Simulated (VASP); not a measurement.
# C (I4_1/amd) in VASP: further runs

Runs on C. Level: PBEsol. Tasks: single point.

Program: VASP 6.6.1. These are calculated values, not measurements. Logs are shortened: lines on timing, memory, paths and dates and some standing lists are left out, and cuts for length are marked.

## 1. The cell of the first run

It takes space group I4_1/amd (No. 141, tetragonal). Conventional cell: a = 2.312 Å, b = 2.312 Å, c = 3.696 Å, α = 90.00°, β = 90.00°, γ = 90.00°. Within 2.0 Å of C (site symmetry -4m2) lie 4 C at 1.48 Å.

## 2. Single point, PBEsol (strain -0.080 along x and y, +0.040 along z)

The input, INCAR:

```
SYSTEM = C
  PREC = Accurate
  ENCUT = 520
  EDIFF = 1E-6
  ISMEAR = 0
  SIGMA = 0.05
  LREAL = .FALSE.
  LASPH = .TRUE.
  NELM = 100
  ALGO = Normal
  ISIF = 2
  LWAVE = .FALSE.
  LCHARG = .FALSE.
  GGA = PS
  NBANDS = 11
```

The input, KPOINTS:

```
Automatic mesh
0
G
  12 12 12
  0 0 0
```

The input, POSCAR:

```
C
1.0
    0.0000000000      1.6347522448      1.8479807985
    1.6347522448      0.0000000000      1.8479807985
    1.6347522448      1.6347522448      0.0000000000
C
2
Direct
    0.5000000000      0.5000000000      0.5000000000
    0.7500000000      0.7500000000      0.7500000000
```

Potentials or basis: VASP PAW PBE potentials, release 64 (C).

Started as:

```console
$ cat potpaw_PBE.64/C/POTCAR > POTCAR
$ mpirun -np 1 vasp_std > vasp.out
```

OUTCAR:

```text
SYSTEM = C
   PREC = Accurate
   ENCUT = 520
   EDIFF = 1E-6
   ISMEAR = 0
   LREAL = .FALSE.
   LASPH = .TRUE.
   NELM = 100
   ISIF = 2
   GGA = PS

 ion  position               nearest neighbor table
   1  0.500  0.500  0.500-   2 1.48   2 1.48   2 1.48   2 1.48
   2  0.750  0.750  0.750-   1 1.48   1 1.48   1 1.48   1 1.48

  LATTYP: Found a body centered tetragonal cell.
 ALAT       =     2.3118887957
 C/A-ratio  =     1.5986762010

  Lattice vectors:

 A1 = (  -1.6347522448,   0.0000000000,   1.8479807985)
 A2 = (   1.6347522448,   0.0000000000,   1.8479807985)
 A3 = (   0.0000000000,   1.6347522448,  -1.8479807985)

Analysis of symmetry for initial positions (statically):
=====================================================================
 Subroutine PRICEL returns:
 Original cell was already a primitive cell.

 Routine SETGRP: Setting up the symmetry group for a
 body centered tetragonal supercell.

 Subroutine GETGRP returns: Found 16 space group operations
 (whereof  8 operations were pure point group operations)
 out of a pool of 16 trial point group operations.

The static configuration has the point symmetry D_2d.
 The point group associated with its full space group is D_4h.

Analysis of symmetry for dynamics (positions and initial velocities):
=====================================================================
 Subroutine PRICEL returns:
 Original cell was already a primitive cell.

 Routine SETGRP: Setting up the symmetry group for a
 body centered tetragonal supercell.

 Subroutine GETGRP returns: Found 16 space group operations
 (whereof  8 operations were pure point group operations)
 out of a pool of 16 trial point group operations.

The dynamic configuration has the point symmetry D_2d.
 The point group associated with its full space group is D_4h.

 Subroutine INISYM returns: Found 16 space group operations
 (whereof  8 operations are pure point group operations),
 and found     1 'primitive' translations

----------------------------------------------------------------------------------------

                                     Primitive cell

  volume of cell :       9.8771

  direct lattice vectors                    reciprocal lattice vectors
     0.000000000  1.634752245  1.847980799    -0.305856745  0.305856745  0.270565582
     1.634752245  0.000000000  1.847980799     0.305856745 -0.305856745  0.270565582
     1.634752245  1.634752245  0.000000000     0.305856745  0.305856745 -0.270565582

  length of vectors
     2.467275407  2.467275407  2.311888796     0.510198423  0.510198423  0.510198423

  position of ions in fractional coordinates (direct lattice)
     0.500000000  0.500000000  0.500000000
     0.750000000  0.750000000  0.750000000

  ion indices of the primitive-cell ions
   primitive index   ion index
                 1           1
                 2           2

----------------------------------------------------------------------------------------

 KPOINTS: Automatic mesh

Automatic generation of k-mesh.
 Grid dimensions read from file:
 generate k-points for:   12   12   12

 Generating k-lattice:

  Cartesian coordinates                     Fractional coordinates (reciprocal lattice)
    -0.025488062  0.025488062  0.022547132     0.083333333 -0.000000000  0.000000000
     0.025488062 -0.025488062  0.022547132    -0.000000000  0.083333333  0.000000000
     0.025488062  0.025488062 -0.022547132     0.000000000  0.000000000  0.083333333

  Length of vectors
     0.042516535  0.042516535  0.042516535

  Shift w.r.t. Gamma in fractional coordinates (k-lattice)
     0.000000000  0.000000000  0.000000000

 Subroutine IBZKPT returns following result:
 ===========================================

 Found    163 irreducible k-points:

 Following reciprocal coordinates:
            Coordinates               Weight
  0.000000  0.000000  0.000000      1.000000
  0.083333  0.000000  0.000000      8.000000
  0.166667  0.000000  0.000000      8.000000
  0.250000  0.000000  0.000000      8.000000
  0.333333  0.000000  0.000000      8.000000
  0.416667  0.000000  0.000000      8.000000
[... 16 lines left out ...]
  0.500000  0.166667  0.000000      8.000000
 -0.416667  0.166667  0.000000      8.000000
 [... further k-points ...]
   k-points           NKPTS =    163   k-points in BZ     NKDIM =    163   number of bands    NBANDS=     11
   number of dos      NEDOS =    301   number of ions     NIONS =      2
   total plane-waves  NPLWV =   5832
   dimension x,y,z NGX =    18 NGY =   18 NGZ =   18
   dimension x,y,z NGXF=    36 NGYF=   36 NGZF=   36
   ions per type =               2
   NGX,Y,Z   is equivalent  to a cutoff of  12.13, 12.13, 12.94 a.u.
   NGXF,Y,Z  is equivalent  to a cutoff of  24.26, 24.26, 25.89 a.u.
 SYSTEM =  C
   PREC   = accura    normal or accurate (medium, high low for compatibility)
   ISTART =      0    job   : 0-new  1-cont  2-samecut
   ICHARG =      2    charge: 1-file 2-atom 10-const
   ISPIN  =      1    spin polarized calculation?
   LNONCOLLINEAR =      F non collinear calculations
   LSORBIT =      F    spin-orbit coupling
   LASPH  =      T    aspherical Exc in radial PAW
   ENCUT  =  520.0 eV  38.22 Ry    6.18 a.u.   4.59  4.59  4.30*2*pi/ulx,y,z
   NELM   =    100;   NELMIN=  2; NELMDL= -5     # of ELM steps
   EDIFF  = 0.1E-05   stopping-criterion for ELM
   LREAL  =      F    real-space projection
   EDIFFG = 0.1E-04   stopping-criterion for IOM
   NSW    =      0    number of steps for IOM
   IBRION =     -1    ionic relax: 0-MD 1-quasi-New 2-CG
   NFREE  =      0    steps in history (QN), initial steepest desc. (CG)
   ISIF   =      2    stress and relaxation
   ISYM   =      2    0-nonsym 1-usesym 2-fastsym
   POTIM  = 0.5000    time-step for ionic-motion
   TEBEG  =    0.0;   TEEND  =   0.0 temperature during run
   PSTRESS=    0.0 pullay stress
   NELECT =       8.0000    total number of electrons
   NUPDOWN=      -1.0000    fix difference up-down
   EMIN   =  10.00;   EMAX   =-10.00  energy-range for DOS
   EFERMI =   0.00;   METHOD = LEGACY
   ISMEAR =     0;   SIGMA  =   0.05  broadening in eV -4-tet -1-fermi 0-gaus
   EFERMI_NEDOS =   21; number of points for ismear=-14 and -15
   IALGO  =     38    algorithm
   IMIX   =      4    mixing-type and parameters
     AMIX     =   0.40;   BMIX     =  1.00
     AMIX_MAG =   1.60;   BMIX_MAG =  1.00
  volume/ion in A,a.u.               =       4.94        33.33
  Fermi-wavevector in a.u.,A,eV,Ry     =   1.526023  2.883765 31.684511  2.328746
  Thomas-Fermi vector in A             =   2.634113
   LORBIT       =      0    0 simple, 1 ext, 2 COOP (PROOUT), +10 PAW based schemes
   GGA     = PS    functional components
   LHFCALC =     F    Hartree Fock is set to
   AEXX    =    0.0000 exact exchange contribution
   IVDW    =     0    specifies the selected vdW correction
   LEPSILON=     F    determine dielectric tensor
   LRPA    =     F    only Hartree local field effects (RPA)
 non-spin polarized calculation
 Gauss-broadening in eV      SIGMA  =   0.05
  energy-cutoff  :      520.00
  volume of cell :        9.88
 maximum number of plane-waves:       279
   NGX =  9   NGY =  9   NGZ =  9

 number of electron       7.9999998 magnetization

 Free energy of the ion-electron system (eV)
  ---------------------------------------------------
  ext. energy  EPLUGINS =         0.00000000
  ---------------------------------------------------
  free energy    TOTEN  =       -18.60661844 eV

  energy without entropy =      -18.60661844  energy(sigma->0) =      -18.60661844

 E-fermi :  12.8815     XC(G=0): -14.1445

 val. band max:       12.6230969059   @ k =   0.0000   0.0000   0.0000
 cond. band min:      15.2839118295   @ k =   0.4167   0.0000   0.4167
 fundamental gap:      2.6608149236
 Fermi energy:        12.8814725962

 k-point     1 :       0.0000    0.0000    0.0000
  band No.  band energies     occupation
      1     -11.6374      2.00000
      2      10.2837      2.00000
      3      12.6231      2.00000
      4      12.6231      2.00000
      5      17.4008      0.00000
      6      17.4008      0.00000
      7      18.9826      0.00000
      8      28.0875      0.00000
      9      32.8709      0.00000
     10      35.2509      0.00000
     11      36.5547      0.00000

 k-point     2 :       0.0833    0.0000    0.0000
  band No.  band energies     occupation
      1     -11.4243      2.00000
      2       9.6439      2.00000
      3      11.4995      2.00000
      4      12.2831      2.00000
      5      17.8206      0.00000
      6      17.9223      0.00000
      7      19.8122      0.00000
      8      28.1498      0.00000
      9      33.1615      0.00000
     10      33.7503      0.00000
     11      39.1439      0.00000

 k-point     3 :       0.1667    0.0000    0.0000
  band No.  band energies     occupation
      1     -10.7867      2.00000
      2       7.5338      2.00000
      3       9.9331      2.00000
      4      11.5940      2.00000
      5      18.3965      0.00000
      6      19.0745      0.00000
      7      21.3860      0.00000
      8      28.3298      0.00000
      9      32.6283      0.00000
     10      34.2760      0.00000
     11      37.7800      0.00000

 k-point     4 :       0.2500    0.0000    0.0000
  band No.  band energies     occupation
      1      -9.7313      2.00000
      2       4.5672      2.00000
      3       8.8246      2.00000
      4      10.9336      2.00000
      5      18.6806      0.00000
      6      20.2498      0.00000
      7      22.7494      0.00000
      8      28.5655      0.00000
      9      32.8044      0.00000
     10      35.4834      0.00000
     11      36.6013      0.00000

 k-point     5 :       0.3333    0.0000    0.0000
  band No.  band energies     occupation
      1      -8.2723      2.00000
      2       1.5221      2.00000
      3       8.0120      2.00000
      4      10.4407      2.00000
      5      18.6688      0.00000
      6      21.0494      0.00000
      7      23.6572      0.00000
      8      28.7224      0.00000
      9      33.6396      0.00000
     10      36.8293      0.00000
     11      37.1113      0.00000
[... 211 lines left out ...]
 k-point    21 :       0.3333    0.1667    0.0000
  band No.  band energies     occupation
      1      -8.9035      2.00000
      2       4.1113      2.00000
      3       6.8213      2.00000
      4       8.6266      2.00000
      5      19.7338      0.00000
      6      23.3190      0.00000
      7      23.7710      0.00000
      8      25.8696      0.00000
      9      32.9702      0.00000
     10      34.5716      0.00000
     11      41.5761      0.00000

 k-point    22 :       0.4167    0.1667    0.0000
  band No.  band energies     occupation
      1      -7.4101      2.00000
      2       1.5227      2.00000
      3       5.5481      2.00000
      4       8.5094      2.00000
      5      19.9853      0.00000
      6      24.0551      0.00000
      7      24.1384      0.00000
      8      27.2945      0.00000
      9      34.0023      0.00000
     10      34.9036      0.00000
     11      41.3549      0.00000

 k-point    23 :       0.5000    0.1667    0.0000
  band No.  band energies     occupation
      1      -5.5840      2.00000
      2      -1.0636      2.00000
      3       4.7209      2.00000
      4       8.7158      2.00000
      5      20.2142      0.00000
      6      23.8940      0.00000
      7      24.3462      0.00000
      8      28.8321      0.00000
      9      33.5618      0.00000
     10      36.8061      0.00000
     11      40.3911      0.00000

 k-point    24 :      -0.4167    0.1667    0.0000
  band No.  band energies     occupation
      1      -4.3500      2.00000
      2      -2.4992      2.00000
      3       4.3037      2.00000
      4       9.2125      2.00000
      5      20.6526      0.00000
      6      23.2458      0.00000
      7      24.2276      0.00000
      8      29.0410      0.00000
      9      33.8550      0.00000
     10      37.8225      0.00000
     11      38.1636      0.00000

 [... further k-points ...]
[... 5 lines left out ...]
  --------------------------------------------------------------------------------------
  -------------------------------------------------------------------------------------
  Total        7.5619019      7.5619019     -1.4425538      0.0000000      0.0000000      0.0000000
  in kB     1226.6206863   1226.6206863   -233.9975339      0.0000000      0.0000000      0.0000000
  external PRESSURE =     739.7479462 kB  Pullay stress =       0.0000000 kB

 VOLUME and BASIS-vectors are now :
 -----------------------------------------------------------------------------
  energy-cutoff  :      520.00
  volume of cell :        9.88
      direct lattice vectors                 reciprocal lattice vectors
     0.000000000  1.634752245  1.847980799    -0.305856745  0.305856745  0.270565582
     1.634752245  0.000000000  1.847980799     0.305856745 -0.305856745  0.270565582
     1.634752245  1.634752245  0.000000000     0.305856745  0.305856745 -0.270565582

 POSITION                                       TOTAL-FORCE (eV/Angst)
 -----------------------------------------------------------------------------------
      1.63475      1.63475      1.84798         0.000000      0.000000     -0.000000
      2.45213      2.45213      2.77197        -0.000000     -0.000000      0.000000
 -----------------------------------------------------------------------------------
    total drift:                                0.000000     -0.000000      0.000000

  FREE ENERGIE OF THE ION-ELECTRON SYSTEM (eV)
  ---------------------------------------------------
  free  energy   TOTEN  =       -18.6066184398 eV

  energy  without entropy=      -18.6066184398  energy(sigma->0) =      -18.60661844
```

Wall time 9.3 s (1 thread of Intel Xeon Platinum 8488C (Sapphire Rapids), shared host); peak memory 0.12 GiB.

What came out:

```
Free energy            : -18.6066 eV
Pressure               : 74.0 GPa
Band gap on the k mesh : 2.66 eV, indirect (least direct gap 4.78 eV)
```

Levels at points of the mesh, in eV from the valence-band top:
```tsv
k point	band 1	band 2	band 3	band 4	band 5	band 6	band 7	band 8
(0.00, 0.00, 0.00)	-24.26	-2.34	0.00	0.00	4.78	4.78	6.36	15.46
(0.50, 0.00, 0.00)	-17.51	-15.84	-5.29	-2.57	5.87	8.86	11.70	16.10
(0.50, 0.50, 0.00)	-15.98	-15.98	-6.52	-6.52	6.28	6.28	17.59	17.59
(0.50, 0.00, 0.50)	-13.82	-13.82	-8.55	-8.55	3.19	3.19	17.45	17.45
```

Caveat: the cell differs from its parent crystal (strain -0.080 along x and y, +0.040 along z); the PAW data sets were made with another functional, which shifts forces and pressure a little.

## 3. Single point, PBEsol (strain -0.080 along x and y, +0.080 along z)

The input, INCAR:

```
SYSTEM = C
PREC = Accurate
ENCUT = 520
EDIFF = 1E-6
ISMEAR = 0
SIGMA = 0.05
LREAL = .False.
LASPH = .True.
NELM = 100
ALGO = Normal
ISIF = 2
LWAVE = .False.
LCHARG = .True.
GGA = PS
LELF = .True.
LVHAR = .True.
NBANDS = 11
```

The input, KPOINTS:

```
regular mesh
0
Gamma
  12 12 12
  0 0 0
```

The input, POSCAR:

```
C
1.0
    0.0000000000      1.6347522448      1.9190569830
    1.6347522448      0.0000000000      1.9190569830
    1.6347522448      1.6347522448      0.0000000000
C
2
Direct
    0.5000000000      0.5000000000      0.5000000000
    0.7500000000      0.7500000000      0.7500000000
```

Potentials or basis: VASP PAW PBE potentials, release 64 (C).

Started as:

```console
$ cat potpaw_PBE.64/C/POTCAR > POTCAR
$ mpirun -np 1 vasp_std > vasp.out
```

OUTCAR:

```text
SYSTEM = C
   PREC = Accurate
   ENCUT = 520
   EDIFF = 1E-6
   ISMEAR = 0
   LREAL = .False.
   LASPH = .True.
   NELM = 100
   ISIF = 2
   GGA = PS

 ion  position               nearest neighbor table
   1  0.500  0.500  0.500-   2 1.50   2 1.50   2 1.50   2 1.50
   2  0.750  0.750  0.750-   1 1.50   1 1.50   1 1.50   1 1.50

  LATTYP: Found a body centered tetragonal cell.
 ALAT       =     2.3118887957
 C/A-ratio  =     1.6601637471

  Lattice vectors:

[... 514 lines left out ...]
      4       9.2167      2.00000
      5      19.6725      0.00000
      6      22.4640      0.00000
      7      23.3595      0.00000
      8      27.8641      0.00000
      9      33.1310      0.00000
     10      36.3860      0.00000
     11      37.0097      0.00000

 [... further k-points ...]
[... 5 lines left out ...]
  --------------------------------------------------------------------------------------
  -------------------------------------------------------------------------------------
  Total        7.2034006      7.2034006     -4.9343928      0.0000000     -0.0000000      0.0000000
  in kB     1125.1913887   1125.1913887   -770.7660016      0.0000000     -0.0000000      0.0000000
  external PRESSURE =     493.2055920 kB  Pullay stress =       0.0000000 kB

 VOLUME and BASIS-vectors are now :
 -----------------------------------------------------------------------------
  energy-cutoff  :      520.00
  volume of cell :       10.26
      direct lattice vectors                 reciprocal lattice vectors
     0.000000000  1.634752245  1.919056983    -0.305856745  0.305856745  0.260544634
     1.634752245  0.000000000  1.919056983     0.305856745 -0.305856745  0.260544634
     1.634752245  1.634752245  0.000000000     0.305856745  0.305856745 -0.260544634

 POSITION                                       TOTAL-FORCE (eV/Angst)
 -----------------------------------------------------------------------------------
      1.63475      1.63475      1.91906        -0.000000     -0.000000      0.000000
      2.45213      2.45213      2.87859         0.000000      0.000000     -0.000000
 -----------------------------------------------------------------------------------
    total drift:                                0.000000     -0.000000      0.000000

  FREE ENERGIE OF THE ION-ELECTRON SYSTEM (eV)
  ---------------------------------------------------
  free  energy   TOTEN  =       -18.4869472839 eV

  energy  without entropy=      -18.4869472839  energy(sigma->0) =      -18.48694728
```

stdout:

```text
POSCAR found type information on POSCAR C
 POSCAR found :  1 types and       2 ions
 scaLAPACK will be used
 -----------------------------------------------------------------------------
|                                                                             |
|                                                                             |
|     You enforced a specific xc type in the INCAR file but a different       |
|     I HOPE YOU KNOW WHAT YOU ARE DOING!                                     |
|                                                                             |
 -----------------------------------------------------------------------------

 LDA part: xc-table for (Slater+PW92), standard interpolation
 POSCAR, INCAR and KPOINTS ok, starting setup
 FFT: planning ... GRIDC
 FFT: planning ... GRID_SOFT
 FFT: planning ... GRID
 WAVECAR not read
 entering main loop
```

Run time: 10 s. Hardware: 1 thread of Intel Xeon Platinum 8488C (Sapphire Rapids), shared host; peak memory 0.12 GiB.

Results:

```yaml
Free_energy: -18.4869 eV
Pressure: 49.3 GPa
Band_gap_on_the_k_mesh: 2.11 eV, indirect (least direct gap 4.37 eV)
```

Stress tensor (GPa, compression positive):
```
112.52   0.00   0.00
  0.00 112.52   0.00
  0.00   0.00 -77.08
```

Levels at points of the mesh, in eV from the valence-band top:
```tsv
k point	band 1	band 2	band 3	band 4	band 5	band 6	band 7	band 8	band 9
(0.00, 0.00, 0.00)	-23.97	-3.09	0.00	0.00	4.37	4.37	6.40	13.81	19.57
(0.50, 0.00, 0.00)	-17.41	-15.60	-5.78	-2.30	4.62	8.57	11.63	15.56	21.50
(0.50, 0.50, 0.00)	-16.27	-16.27	-6.09	-6.09	6.56	6.56	16.46	16.46	21.90
(0.50, 0.00, 0.50)	-13.55	-13.55	-8.64	-8.64	2.65	2.65	16.08	16.08	23.22
```

Caveat: the cell differs from its parent crystal (strain -0.080 along x and y, +0.080 along z); the PAW data sets were made with another functional, which shifts forces and pressure a little.
